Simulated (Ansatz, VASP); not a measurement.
**Na6Cd2Mo in VASP and in Ansatz**

Contents of INCAR:

```
SYSTEM = Na6Cd2Mo
PREC = Accurate
ENCUT = 520
EDIFF = 1E-6
ISMEAR = 0
SIGMA = 0.1
LREAL = .FALSE.
LASPH = .TRUE.
NELM = 100
ALGO = Fast
ISIF = 2
LWAVE = .FALSE.
LCHARG = .TRUE.
GGA = PE
LELF = .TRUE.
LVHAR = .TRUE.
NBANDS = 50
```

File KPOINTS:

```
regular mesh
0
G
  6 6 2
  0 0 0
```

POSCAR

```
Na6Cd2Mo
1.0
    4.9463702800      0.0000000000      0.0000000000
   -2.4731851400      4.2836823200      0.0000000000
    0.0000000000      0.0000000000     10.8495152200
Na Cd Mo
6 2 1
Direct
    0.3333333300      0.6666666700      0.7673967200
    0.6666666700      0.3333333300      0.7673967200
    0.6666666700      0.3333333300      0.2326032800
    0.3333333300      0.6666666700      0.2326032800
    0.3333333300      0.6666666700      0.5000000000
    0.6666666700      0.3333333300      0.5000000000
    0.3333333300      0.6666666700      0.0000000000
    0.6666666700      0.3333333300      0.0000000000
    0.0000000000      0.0000000000      0.0000000000
```

Input for Ansatz:

```yaml
crystal:
  lattice:
    - [4.94637028, 0.0, 0.0]
    - [-2.47318514, 4.28368232, 0.0]
    - [0.0, 0.0, 10.84951522]
  atoms:
    - { symbol: Na, position: [0.33333333, 0.66666667, 0.76739672] }
    - { symbol: Na, position: [0.66666667, 0.33333333, 0.76739672] }
    - { symbol: Na, position: [0.66666667, 0.33333333, 0.23260328] }
    - { symbol: Na, position: [0.33333333, 0.66666667, 0.23260328] }
    - { symbol: Na, position: [0.33333333, 0.66666667, 0.5] }
    - { symbol: Na, position: [0.66666667, 0.33333333, 0.5] }
    - { symbol: Cd, position: [0.33333333, 0.66666667, 0.0] }
    - { symbol: Cd, position: [0.66666667, 0.33333333, 0.0] }
    - { symbol: Mo, position: [0.0, 0.0, 0.0] }
basis:
  ecutwfc: 420
kpoints:
  mp_grid: { grid: [6, 6, 2] }
hamiltonian:
  xc: pbe
scf:
  occupations: { method: gaussian, width: 0.1 }
  lower_state_search: "off"
output:
  forces: true
  stress: true
  eigenvalues: true
```

Alike in both runs: task single point; functional PBE; k mesh 6 × 6 × 2; occupations gaussian, width 0.1 eV; no spin polarisation.

|  | VASP | Ansatz |
| --- | --- | --- |
| version | VASP 6.6.1 | Ansatz 0.2.0 |
| potentials or method | VASP PAW PBE potentials, release 64 (Na_pv, Cd, Mo_sv), cutoff 520 eV | scalar-relativistic, plane waves, PAW |
| valence electrons in the cell | 80 | 108 |

VASP gave:

| Property | Result |
| --- | --- |
| gap on the k mesh at the Fermi level (eV) | none |
| pressure (GPa) | 6.1 |
| traceless stress, the component that is largest in VASP (GPa) | 5.95 |
| rms of the force components (eV/Å) | 0.297 |

Task: What did Ansatz give for the same quantities?

Result: gap on the k mesh at the Fermi level (eV): none; pressure (GPa): 6.0; traceless stress, the component that is largest in VASP (GPa): 6.00; rms of the force components (eV/Å): 0.293.

Atom by atom the forces differ by 0.005 eV/Å (rms over components). A gap of «none» marks a metal or a gap that the smearing closes. VASP's potentials hold 80 valence electrons a cell and Ansatz's 108, so a difference there can come from the potentials and not from the codes.
